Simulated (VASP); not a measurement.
InSe, 4 atoms in the cell. The structure is monoclinic, space group Cm (No. 8). The conventional cell has a = 11.750 Å, b = 4.111 Å, c = 4.564 Å, α = 90.00°, β = 110.64°, γ = 90.00°. Within 3.4 Å of In (site symmetry m) lie 3 Se at 2.55 to 2.70 Å and 1 In at 2.79 Å. In (site symmetry m) has 3 Se at 2.67 to 2.70 Å and 1 In at 2.79 Å within 3.5 Å. Within 3.4 Å of Se (site symmetry m) lie 3 In at 2.55 to 2.70 Å. Se (site symmetry m) has 3 In at 2.67 to 2.70 Å within 3.5 Å.  This cell differs from its parent crystal: atom 3 (Se) moved +0.120 Å towards its neighbour atom 1 (In) at 2.673 Å.

* Program: VASP 6.6.1
* Task: single point
* Functional: PBEsol
* Potentials or basis: VASP PAW PBE potentials, release 64 (In_d, Se)
* Cutoff: 520 eV
* k mesh: 8 × 8 × 6
* Occupations: gaussian, width 0.05 eV
* Spin: no spin polarisation
* Dipole correction: no
* Further INCAR settings: ALGO = Normal; EDIFF = 1e-07; NBANDS = 27

Potentials or basis: VASP PAW PBE potentials, release 64 (In_d, Se).

Run with:

```console
$ cat potpaw_PBE.64/In_d/POTCAR potpaw_PBE.64/Se/POTCAR > POTCAR
$ mpirun -np 1 vasp_std > vasp.out
```

Hardware: 1 thread of Intel(R) Xeon(R) 6975P-C (Granite Rapids) (shared host).

Question: Estimate the wall time of this run.

Answer: Run time: 2.5 min on 1 thread of Intel(R) Xeon(R) 6975P-C (Granite Rapids) (shared host), peak memory 0.46 GiB. Counts: scf iterations 14, k points 114.
